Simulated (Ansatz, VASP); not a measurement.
**Cs2AgBiBr6 in VASP and in Ansatz**

```xyz
10
Lattice="0.0000 5.6161 5.6161 5.6161 0.0000 5.6161 5.6161 5.6161 0.0000" Properties=species:S:1:pos:R:3 pbc="T T T"
Bi    0.0000    0.0000    0.0000
Cs    8.4242    8.4242    8.4242
Cs    2.8081    2.8081    2.8081
Ag    5.6161    5.6161    5.6161
Br    5.6161    5.6161    8.4180
Br    5.6161    5.6161    2.8142
Br    2.8142    5.6161    5.6161
Br    5.6161    8.4180    5.6161
Br    8.4180    5.6161    5.6161
Br    5.6161    2.8142    5.6161
```

Alike in both runs: task relaxation of cell and atoms; functional PBEsol; dispersion D4; k mesh 4 × 4 × 4; occupations fermi-dirac, width 0.05 eV; no spin polarisation.

|  | VASP | Ansatz |
| --- | --- | --- |
| version | VASP 6.6.1 | Ansatz 0.2.0 |
| potentials or method | VASP PAW PBE potentials, release 64 (Bi_d, Cs_sv, Ag, Br) | Ansatz PAW |
| plane-wave cutoff (eV) | 600 | 420 |
| valence electrons in the cell | 86 | 94 |

|  | VASP | Ansatz | Ansatz less VASP |
| --- | --- | --- | --- |
| gap on the k mesh at the Fermi level, each at its own relaxed structure (eV) | 1.06 | 1.05 | -0.005 |
| relaxed volume (Å³/atom) | 34.26 | 34.21 | -0.045 |
| relaxed length of the cell vector where the two differ most in proportion (Å) | 7.854 | 7.850 | -0.0034 |

VASP's potentials were made for PBE, not for PBEsol. VASP's potentials hold 86 valence electrons a cell and Ansatz's 94, so a difference there can come from the potentials and not from the codes.

Neither program's run includes spin-orbit coupling. Noted on Ansatz's run: the plane-wave basis is chosen anew once the cell has moved, so the energies of steps on either side of that aren't comparable.
